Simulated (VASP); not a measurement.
# Br (P6_3/mmc) in VASP: notebook, part 2 of 2

VASP 6.6.1. Earlier steps stand in the parts before.

### Step 3. Relaxation of cell and atoms, r2SCAN

This run uses another cell than the first one, of 31.29 Å³/atom, 1.136 times its volume.

The input, POSCAR:

```
Br
1.0
    1.7937440000      3.1068520000      0.0000000000
   -1.7937440000      3.1068520000      0.0000000000
    0.0000000000      0.0000000000      5.6151500000
Br
2
Direct
    0.3333300000      0.3333400000      0.2500000000
    0.6666600000      0.6666700000      0.7500000000
```

The input, INCAR.step1:

```
ALGO = Normal ; EDIFF = 1E-4
ENCUT = 600 ; GGA = PE
ISMEAR = -1 ; LASPH = True
LCHARG = False ; LREAL = False
LWAVE = True ; NELM = 100
PREC = Accurate ; SIGMA = 0.1
```

The input, INCAR.step2:

```
ALGO = Normal ; EDIFF = 1E-6
EDIFFG = -0.01 ; ENCUT = 600
IBRION = 2 ; ISIF = 3
ISMEAR = -1 ; ISTART = 1
LASPH = True ; LCHARG = False
LMIXTAU = True ; LREAL = False
LWAVE = False ; METAGGA = R2SCAN
NELM = 100 ; NSW = 60
PREC = Accurate ; SIGMA = 0.1
```

The input, KPOINTS:

```
k-points
0
Gamma
  6 6 3
```

Potentials or basis: VASP PAW PBE potentials, release 64 (Br).

The run is started by

```sh
$ cat potpaw_PBE.64/Br/POTCAR > POTCAR
$ cp INCAR.step1 INCAR
$ mpirun -np 1 vasp_std > vasp.out
$ cp INCAR.step2 INCAR
$ mpirun -np 1 vasp_std > vasp.out
```

OUTCAR:

```text
EDIFF = 1E-6
   EDIFFG = -0.01
   ENCUT = 600
   IBRION = 2
   ISIF = 3
   ISMEAR = -1
   ISTART = 1
   LASPH = True
   LREAL = False
   METAGGA = R2SCAN
   NELM = 100
   NSW = 60
   PREC = Accurate

 ion  position               nearest neighbor table
   1  0.333  0.333  0.250-
   2  0.667  0.667  0.750-

  LATTYP: Found a hexagonal cell.
 ALAT       =     3.5874847578
 C/A-ratio  =     1.5652052564

  Lattice vectors:

 A1 = (   1.7937440000,  -3.1068520000,   0.0000000000)
 A2 = (   1.7937440000,   3.1068520000,   0.0000000000)
 A3 = (   0.0000000000,   0.0000000000,   5.6151500000)

Analysis of symmetry for initial positions (statically):
=====================================================================
 Subroutine PRICEL returns:
 Original cell was already a primitive cell.

 Routine SETGRP: Setting up the symmetry group for a
 hexagonal supercell.

 Subroutine GETGRP returns: Found  8 space group operations
 (whereof  2 operations were pure point group operations)
 out of a pool of 24 trial point group operations.

The static configuration has the point symmetry C_2 .
 The point group associated with its full space group is D_2h.

Analysis of symmetry for dynamics (positions and initial velocities):
=====================================================================
 Subroutine PRICEL returns:
 Original cell was already a primitive cell.

 Routine SETGRP: Setting up the symmetry group for a
 hexagonal supercell.

 Subroutine GETGRP returns: Found  8 space group operations
 (whereof  2 operations were pure point group operations)
 out of a pool of 24 trial point group operations.

The dynamic configuration has the point symmetry C_2 .
 The point group associated with its full space group is D_2h.

 Subroutine INISYM returns: Found  8 space group operations
 (whereof  2 operations are pure point group operations),
 and found     1 'primitive' translations

----------------------------------------------------------------------------------------

                                     Primitive cell

[... 99 lines left out ...]
   TEBEG  =    0.0;   TEEND  =   0.0 temperature during run
   PSTRESS=    0.0 pullay stress
   NELECT =      14.0000    total number of electrons
   NUPDOWN=      -1.0000    fix difference up-down
   EMIN   =  10.00;   EMAX   =-10.00  energy-range for DOS
   EFERMI =   0.00;   METHOD = LEGACY
   ISMEAR =    -1;   SIGMA  =   0.10  broadening in eV -4-tet -1-fermi 0-gaus
   EFERMI_NEDOS =   21; number of points for ismear=-14 and -15
   IALGO  =     38    algorithm
   IMIX   =      4    mixing-type and parameters
     AMIX     =   0.40;   BMIX     =  1.00
     AMIX_MAG =   1.60;   BMIX_MAG =  1.00
  volume/ion in A,a.u.               =      31.29       211.17
  Fermi-wavevector in a.u.,A,eV,Ry     =   0.993787  1.877985 13.437290  0.987613
  Thomas-Fermi vector in A             =   2.125693
   LORBIT       =      0    0 simple, 1 ext, 2 COOP (PROOUT), +10 PAW based schemes
   METAGGA = R2SCAN    functional components
   LHFCALC =     F    Hartree Fock is set to
   AEXX    =    0.0000 exact exchange contribution
   IVDW    =     0    specifies the selected vdW correction
   LEPSILON=     F    determine dielectric tensor
   LRPA    =     F    only Hartree local field effects (RPA)
 conjugate gradient relaxation of ions
 non-spin polarized calculation
  energy-cutoff  :      600.00
  volume of cell :       62.59
 maximum number of plane-waves:      2104
 NGX is ok and might be reduce to    30
   NGX = 15   NGY = 15   NGZ = 23

--------------------------------------- Ionic step        1  -------------------------------------------

 number of electron      14.0000000 magnetization

 Free energy of the ion-electron system (eV)
  ---------------------------------------------------
  ext. energy  EPLUGINS =         0.00000000
  ---------------------------------------------------
  free energy    TOTEN  =       -25.03973394 eV

  energy without entropy =      -24.87796778  energy(sigma->0) =      -24.95885086

 E-fermi :  -0.4888     XC(G=0):  -8.9109

 val. band max:       -0.5086226717   @ k =   0.3333   0.3333   0.3333
 cond. band min:      -0.4810333821   @ k =   0.3333   0.3333   0.0000
 fundamental gap:      0.0275892895
 Fermi energy:        -0.4887911707
[... 773 lines left out ...]
  band No.  band energies     occupation
      1     -12.6779      2.00000
      2     -12.0757      2.00000
      3      -2.7953      2.00000
      4      -2.0555      2.00000
      5      -0.7212      2.00000
      6       1.0581      2.00000
      7       2.2530      1.95684
      8       3.4722      0.00046
      9      11.5293      0.00000
     10      12.2652      0.00000
     11      14.5103      0.00000

 [... further k-points ...]

[... ionic steps 4 to 21 ...]

--------------------------------------- Ionic step       22  -------------------------------------------

 number of electron      13.9999996 magnetization

------------------------ aborting loop because EDIFF is reached ----------------------------------------
[... 67 lines left out ...]
--------------------------------------- Ionic step       24  -------------------------------------------

 number of electron      13.9999996 magnetization

 Free energy of the ion-electron system (eV)
  ---------------------------------------------------
  ext. energy  EPLUGINS =         0.00000000
  ---------------------------------------------------
  free energy    TOTEN  =       -25.53815387 eV

  energy without entropy =      -25.47627631  energy(sigma->0) =      -25.50721509

 E-fermi :   1.1897     XC(G=0):  -9.4693

 val. band max:        1.1011394595   @ k =  -0.1667   0.1667   0.0000
 cond. band min:       1.2091645809   @ k =   0.1667   0.1667   0.0000
 fundamental gap:      0.1080251214
 Fermi energy:         1.1896894228
[... 365 lines left out ...]
  FREE ENERGIE OF THE ION-ELECTRON SYSTEM (eV)
  ---------------------------------------------------
  free  energy   TOTEN  =       -25.5381538702 eV

  energy  without entropy=      -25.4762763134  energy(sigma->0) =      -25.50721509

 reached required accuracy - stopping structural energy minimisation
```

OUTCAR.step1:

```text
EDIFF = 1E-4
   ENCUT = 600
   GGA = PE
   ISMEAR = -1
   LASPH = True
[... 560 lines left out ...]
     -0.00002      2.07125      1.40379         0.000000      0.000013     -0.000000
     -0.00002      4.14246      4.21136         0.000000     -0.000013      0.000000
 -----------------------------------------------------------------------------------
    total drift:                               -0.000000     -0.000000     -0.000000

  FREE ENERGIE OF THE ION-ELECTRON SYSTEM (eV)
  ---------------------------------------------------
  free  energy   TOTEN  =        -1.9204483090 eV

  energy  without entropy=       -1.7567762737  energy(sigma->0) =       -1.83861229
```

OSZICAR.step1:

```text
N       E                     dE             d eps       ncg     rms          rms(c)
DAV:   1     0.887091823224E+02    0.88709E+02   -0.63692E+03   572   0.119E+03
DAV:   2     0.296331175159E+01   -0.85746E+02   -0.83552E+02   879   0.178E+02
DAV:   3    -0.188139338225E+01   -0.48447E+01   -0.47181E+01   704   0.520E+01
DAV:   4    -0.192615982364E+01   -0.44766E-01   -0.44721E-01   674   0.590E+00
DAV:   5    -0.192655993104E+01   -0.40011E-03   -0.40006E-03   695   0.567E-01    0.313E+00
DAV:   6    -0.192078534512E+01    0.57746E-02   -0.84832E-03   683   0.582E-01    0.194E+00
DAV:   7    -0.192067053724E+01    0.11481E-03   -0.99185E-03   662   0.644E-01    0.184E-01
DAV:   8    -0.192044560731E+01    0.22493E-03   -0.73369E-04   677   0.158E-01    0.209E-02
DAV:   9    -0.192044830905E+01   -0.27017E-05   -0.25915E-05   379   0.374E-02
   1 F= -.19204483E+01 E0= -.18386123E+01  d E =-.163672E+00
```

Run time: 18 min. Hardware: 1 thread of Intel Xeon 6975P-C (Granite Rapids), shared host; peak memory 0.22 GiB.

Results:

```yaml
Free_energy: -25.5382 eV
Relaxed_volume: 27.54 Å³/atom
Relaxed_cell: a = 3.856 Å, b = 3.856 Å, c = 4.277 Å, α = 90.00°, β = 90.00°, γ = 60.00°
Space_group_after_relaxing_to_0.05_Å: P6_3/mmc (No. 194)
Energy_gained_by_relaxing: 249.2 meV/atom
Ionic_steps: 24
Pressure_after_relaxing: 0.0 GPa
Band_gap_on_the_k_mesh: zero (band 7 reaches 1.69 eV, above the bottom of band 8 at 0.51 eV)
```

Step by step:
```
step  energy change (eV)  largest force (eV/Å)  pressure (GPa)  volume (Å³)
   1              0.0000                0.0000           -3.30        62.59
   2             -0.1284                0.0000           -2.02        56.91
   3             -0.2070                0.0000            0.67        51.39
   4             -0.2117                0.0000            2.13        49.51
   5             -0.2876                0.0000            3.97        47.76
   6             -0.3087                0.0000            6.53        46.15
   7             -0.3903                0.0000            5.17        47.77
   8             -0.4477                0.0000            3.80        50.11
   9             -0.4434                0.0000            1.98        54.39
  10             -0.4581                0.0000            2.53        52.96
  11             -0.4888                0.0000            0.80        54.85
  12             -0.4932                0.0000           -0.75        56.95
  13             -0.4948                0.0000           -0.33        56.29
  14             -0.4949                0.0000           -0.26        56.21
  15             -0.4959                0.0000           -0.24        56.05
  16             -0.4979                0.0000           -0.15        55.56
  17             -0.4970                0.0000            0.06        54.55
  18             -0.4984                0.0000           -0.13        55.22
  19             -0.4983                0.0000           -0.05        55.02
  20             -0.4984                0.0000           -0.08        55.13
  21             -0.4984                0.0000           -0.07        55.15
  22             -0.4984                0.0000           -0.08        55.19
  23             -0.4984                0.0001            0.05        55.01
  24             -0.4984                0.0000            0.00        55.07
```

Final structure:
```
CELL_PARAMETERS angstrom
1.92804 3.33949 0.00000
-1.92804 3.33949 0.00000
0.00000 0.00000 4.27668
ATOMIC_POSITIONS crystal
Br 0.33333 0.33334 0.25000
Br 0.66666 0.66667 0.75000
```

Caveat: the k points lie up to 0.49 Å⁻¹ apart in the final cell; the PAW data sets were made with another functional, which shifts forces and pressure a little.
